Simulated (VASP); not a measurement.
# K in VASP: single point with PBE

Aim: the single point of K with PBE.

Everything below comes from runs of VASP 6.6.1. Logs are shortened: lines on timing, memory, paths and dates and some standing lists are left out, and cuts for length are marked.

## (1) The cell of the first run

The cell holds a sublattice, 1 atom: a = 5.985 Å, b = 5.985 Å, c = 5.985 Å, α = 60.00°, β = 60.00°, γ = 60.00°.

## (2) Single point, PBE

The input, INCAR:

```
ALGO = Normal ; EDIFF = 1E-6
ENCUT = 400 ; GGA = PE
GGA_COMPAT = F ; ISIF = 2
ISMEAR = 0 ; LASPH = T
LCHARG = F ; LREAL = F
LWAVE = F ; NBANDS = 10
NELM = 120 ; PREC = Accurate
SIGMA = 0.1
```

The input, KPOINTS:

```
k-points
0
Gamma
  6 6 6
```

The input, POSCAR:

```
K
1.0
    0.0000000000      4.2323269400      4.2323269400
    4.2323269400      0.0000000000      4.2323269400
    4.2323269400      4.2323269400      0.0000000000
K
1
Direct
    0.2500000000      0.2500000000      0.2500000000
```

Potentials or basis: VASP PAW PBE potentials, release 64 (K_sv).

Launch:

```bash
> cat potpaw_PBE.64/K_sv/POTCAR > POTCAR
> mpirun -np 1 vasp_std > vasp.out
```

OUTCAR:

```text
EDIFF = 1E-6
   ENCUT = 400
   GGA = PE
   ISIF = 2
   ISMEAR = 0
   LASPH = T
   LREAL = F
   NELM = 120
   PREC = Accurate

 ion  position               nearest neighbor table
   1  0.250  0.250  0.250-

  LATTYP: Found a face centered cubic cell.
 ALAT       =     8.4646538800

  Lattice vectors:

 A1 = (   0.0000000000,   4.2323269400,   4.2323269400)
 A2 = (   4.2323269400,   0.0000000000,   4.2323269400)
 A3 = (   4.2323269400,   4.2323269400,   0.0000000000)

Analysis of symmetry for initial positions (statically):
=====================================================================
 Subroutine PRICEL returns:
 Original cell was already a primitive cell.

 Routine SETGRP: Setting up the symmetry group for a
 face centered cubic supercell.

 Subroutine GETGRP returns: Found 48 space group operations
 (whereof 24 operations were pure point group operations)
 out of a pool of 48 trial point group operations.

The static configuration has the point symmetry T_d .
 The point group associated with its full space group is O_h .

Analysis of symmetry for dynamics (positions and initial velocities):
=====================================================================
 Subroutine PRICEL returns:
 Original cell was already a primitive cell.

 Routine SETGRP: Setting up the symmetry group for a
 face centered cubic supercell.

 Subroutine GETGRP returns: Found 48 space group operations
 (whereof 24 operations were pure point group operations)
 out of a pool of 48 trial point group operations.

The dynamic configuration has the point symmetry T_d .
 The point group associated with its full space group is O_h .

 Subroutine INISYM returns: Found 48 space group operations
 (whereof 24 operations are pure point group operations),
 and found     1 'primitive' translations

----------------------------------------------------------------------------------------

                                     Primitive cell

  volume of cell :     151.6239

  direct lattice vectors                    reciprocal lattice vectors
     0.000000000  4.232326940  4.232326940    -0.118138321  0.118138321  0.118138321
     4.232326940  0.000000000  4.232326940     0.118138321 -0.118138321  0.118138321
     4.232326940  4.232326940  0.000000000     0.118138321  0.118138321 -0.118138321

  length of vectors
     5.985414159  5.985414159  5.985414159     0.204621575  0.204621575  0.204621575

  position of ions in fractional coordinates (direct lattice)
     0.250000000  0.250000000  0.250000000

  ion indices of the primitive-cell ions
   primitive index   ion index
                 1           1

----------------------------------------------------------------------------------------

 KPOINTS: k-points

Automatic generation of k-mesh.
 Grid dimensions read from file:
 generate k-points for:    6    6    6

 Generating k-lattice:

  Cartesian coordinates                     Fractional coordinates (reciprocal lattice)
    -0.019689720  0.019689720  0.019689720     0.166666667  0.000000000  0.000000000
     0.019689720 -0.019689720  0.019689720     0.000000000  0.166666667  0.000000000
     0.019689720  0.019689720 -0.019689720     0.000000000  0.000000000  0.166666667

  Length of vectors
     0.034103596  0.034103596  0.034103596

  Shift w.r.t. Gamma in fractional coordinates (k-lattice)
     0.000000000  0.000000000  0.000000000

 Subroutine IBZKPT returns following result:
 ===========================================

 Found     16 irreducible k-points:

 Following reciprocal coordinates:
            Coordinates               Weight
  0.000000  0.000000  0.000000      1.000000
  0.166667  0.000000  0.000000      8.000000
  0.333333  0.000000  0.000000      8.000000
  0.500000  0.000000  0.000000      4.000000
  0.166667  0.166667  0.000000      6.000000
  0.333333  0.166667  0.000000     24.000000
[... 8 lines left out ...]
 -0.333333  0.333333  0.166667     24.000000
 -0.333333  0.500000  0.166667     12.000000
   k-points           NKPTS =     16   k-points in BZ     NKDIM =     16   number of bands    NBANDS=     10
   number of dos      NEDOS =    301   number of ions     NIONS =      1
   total plane-waves  NPLWV =  64000
   dimension x,y,z NGX =    40 NGY =   40 NGZ =   40
   dimension x,y,z NGXF=    80 NGYF=   80 NGZF=   80
   ions per type =               1
   NGX,Y,Z   is equivalent  to a cutoff of  11.11, 11.11, 11.11 a.u.
   NGXF,Y,Z  is equivalent  to a cutoff of  22.22, 22.22, 22.22 a.u.
 SYSTEM =  unknown system
   PREC   = accura    normal or accurate (medium, high low for compatibility)
   ISTART =      0    job   : 0-new  1-cont  2-samecut
   ICHARG =      2    charge: 1-file 2-atom 10-const
   ISPIN  =      1    spin polarized calculation?
   LNONCOLLINEAR =      F non collinear calculations
   LSORBIT =      F    spin-orbit coupling
   LASPH  =      T    aspherical Exc in radial PAW
   ENCUT  =  400.0 eV  29.40 Ry    5.42 a.u.   9.76  9.76  9.76*2*pi/ulx,y,z
   NELM   =    120;   NELMIN=  2; NELMDL= -5     # of ELM steps
   EDIFF  = 0.1E-05   stopping-criterion for ELM
   LREAL  =      F    real-space projection
   EDIFFG = 0.1E-04   stopping-criterion for IOM
   NSW    =      0    number of steps for IOM
   IBRION =     -1    ionic relax: 0-MD 1-quasi-New 2-CG
   NFREE  =      0    steps in history (QN), initial steepest desc. (CG)
   ISIF   =      2    stress and relaxation
   ISYM   =      2    0-nonsym 1-usesym 2-fastsym
   POTIM  = 0.5000    time-step for ionic-motion
   TEBEG  =    0.0;   TEEND  =   0.0 temperature during run
   PSTRESS=    0.0 pullay stress
   NELECT =       9.0000    total number of electrons
   NUPDOWN=      -1.0000    fix difference up-down
   EMIN   =  10.00;   EMAX   =-10.00  energy-range for DOS
   EFERMI =   0.00;   METHOD = LEGACY
   ISMEAR =     0;   SIGMA  =   0.10  broadening in eV -4-tet -1-fermi 0-gaus
   EFERMI_NEDOS =   21; number of points for ismear=-14 and -15
   IALGO  =     38    algorithm
   IMIX   =      4    mixing-type and parameters
     AMIX     =   0.40;   BMIX     =  1.00
     AMIX_MAG =   1.60;   BMIX_MAG =  1.00
  volume/ion in A,a.u.               =     151.62      1023.21
  Fermi-wavevector in a.u.,A,eV,Ry     =   0.638606  1.206791  5.548699  0.407818
  Thomas-Fermi vector in A             =   1.704003
   LORBIT       =      0    0 simple, 1 ext, 2 COOP (PROOUT), +10 PAW based schemes
   GGA     = PE    functional components
   LHFCALC =     F    Hartree Fock is set to
   AEXX    =    0.0000 exact exchange contribution
   IVDW    =     0    specifies the selected vdW correction
   LEPSILON=     F    determine dielectric tensor
   LRPA    =     F    only Hartree local field effects (RPA)
 non-spin polarized calculation
 Gauss-broadening in eV      SIGMA  =   0.10
  energy-cutoff  :      400.00
  volume of cell :      151.62
 maximum number of plane-waves:      2778
   NGX = 19   NGY = 19   NGZ = 19

 number of electron       9.0000000 magnetization

 Free energy of the ion-electron system (eV)
  ---------------------------------------------------
  ext. energy  EPLUGINS =         0.00000000
  ---------------------------------------------------
  free energy    TOTEN  =        -0.76667410 eV

  energy without entropy =       -0.76068481  energy(sigma->0) =       -0.76367945

 E-fermi :  -1.2223     XC(G=0):  -4.1789

 val. band max:       -1.2854216229   @ k =   0.5000   0.3333   0.1667
 cond. band min:      -1.0652389100   @ k =   0.5000   0.1667   0.0000
 fundamental gap:      0.2201827128
 Fermi energy:        -1.2223134321

 k-point     1 :       0.0000    0.0000    0.0000
  band No.  band energies     occupation
      1     -33.9412      2.00000
      2     -17.4010      2.00000
      3     -17.4010      2.00000
      4     -17.4010      2.00000
      5      -2.5030      2.00000
      6       2.2069      0.00000
      7       2.2069      0.00000
      8       2.2069      0.00000
      9       3.0324      0.00000
     10       3.0324      0.00000

 k-point     2 :       0.1667    0.0000    0.0000
  band No.  band energies     occupation
      1     -33.9412      2.00000
      2     -17.4018      2.00000
      3     -17.4011      2.00000
      4     -17.4011      2.00000
      5      -2.3161      2.00000
      6       1.5065      0.00000
      7       2.2224      0.00000
      8       2.2224      0.00000
      9       2.8914      0.00000
     10       2.8914      0.00000

 k-point     3 :       0.3333    0.0000    0.0000
  band No.  band energies     occupation
      1     -33.9412      2.00000
      2     -17.4035      2.00000
      3     -17.4014      2.00000
      4     -17.4014      2.00000
      5      -1.7674      2.00000
      6       0.2857      0.00000
      7       2.1389      0.00000
      8       2.1389      0.00000
      9       2.8399      0.00000
     10       2.9795      0.00000

 k-point     4 :       0.5000    0.0000    0.0000
  band No.  band energies     occupation
      1     -33.9412      2.00000
      2     -17.4043      2.00000
      3     -17.4015      2.00000
      4     -17.4015      2.00000
      5      -1.0144      0.00328
      6      -0.7285      0.00000
      7       2.0645      0.00000
      8       2.0645      0.00000
      9       2.7413      0.00000
     10       3.2952      0.00000
[... 118 lines left out ...]
 k-point    14 :       0.5000    0.3333    0.1667
  band No.  band energies     occupation
      1     -33.9412      2.00000
      2     -17.4035      2.00000
      3     -17.4024      2.00000
      4     -17.4018      2.00000
      5      -1.2854      1.62787
      6       0.5799      0.00000
      7       0.8191      0.00000
      8       1.3436      0.00000
      9       2.5957      0.00000
     10       2.8038      0.00000

 k-point    15 :      -0.3333    0.3333    0.1667
  band No.  band energies     occupation
      1     -33.9412      2.00000
      2     -17.4036      2.00000
      3     -17.4028      2.00000
      4     -17.4020      2.00000
      5      -0.4928      0.00000
      6      -0.3423      0.00000
      7       0.7904      0.00000
      8       0.9496      0.00000
      9       2.6303      0.00000
     10       3.0989      0.00000

 k-point    16 :      -0.3333    0.5000    0.1667
  band No.  band energies     occupation
      1     -33.9412      2.00000
      2     -17.4037      2.00000
      3     -17.4028      2.00000
      4     -17.4023      2.00000
      5      -0.1490      0.00000
      6      -0.1240      0.00000
      7       0.3991      0.00000
      8       0.6111      0.00000
      9       2.5621      0.00000
     10       2.9189      0.00000

------------------------ aborting loop because EDIFF is reached ----------------------------------------

  FORCE on cell =-STRESS in cart. coord.  units (eV):
  Direction    XX          YY          ZZ          XY          YZ          ZX
  --------------------------------------------------------------------------------------
  -------------------------------------------------------------------------------------
  Total       -0.6148045     -0.6148045     -0.6148045      0.0000000     -0.0000000     -0.0000000
  in kB       -6.4965088     -6.4965088     -6.4965088      0.0000000     -0.0000000     -0.0000000
  external PRESSURE =      -6.4965088 kB  Pullay stress =       0.0000000 kB

 VOLUME and BASIS-vectors are now :
 -----------------------------------------------------------------------------
  energy-cutoff  :      400.00
  volume of cell :      151.62
      direct lattice vectors                 reciprocal lattice vectors
     0.000000000  4.232326940  4.232326940    -0.118138321  0.118138321  0.118138321
     4.232326940  0.000000000  4.232326940     0.118138321 -0.118138321  0.118138321
     4.232326940  4.232326940  0.000000000     0.118138321  0.118138321 -0.118138321

 POSITION                                       TOTAL-FORCE (eV/Angst)
 -----------------------------------------------------------------------------------
      2.11616      2.11616      2.11616         0.000000      0.000000      0.000000
 -----------------------------------------------------------------------------------
    total drift:                                0.000000     -0.000000      0.000000

  FREE ENERGIE OF THE ION-ELECTRON SYSTEM (eV)
  ---------------------------------------------------
  free  energy   TOTEN  =        -0.7666741004 eV

  energy  without entropy=       -0.7606848092  energy(sigma->0) =       -0.76367945
```

Run time: 20 s. Hardware: 1 thread of AMD EPYC 7R43 (Zen 3), shared host; peak memory 0.18 GiB.

Results:

```yaml
Free_energy: -0.7667 eV
Pressure: -0.6 GPa
Band_gap_on_the_k_mesh: zero (an odd number of electrons rules out a gap without spin polarisation)
```
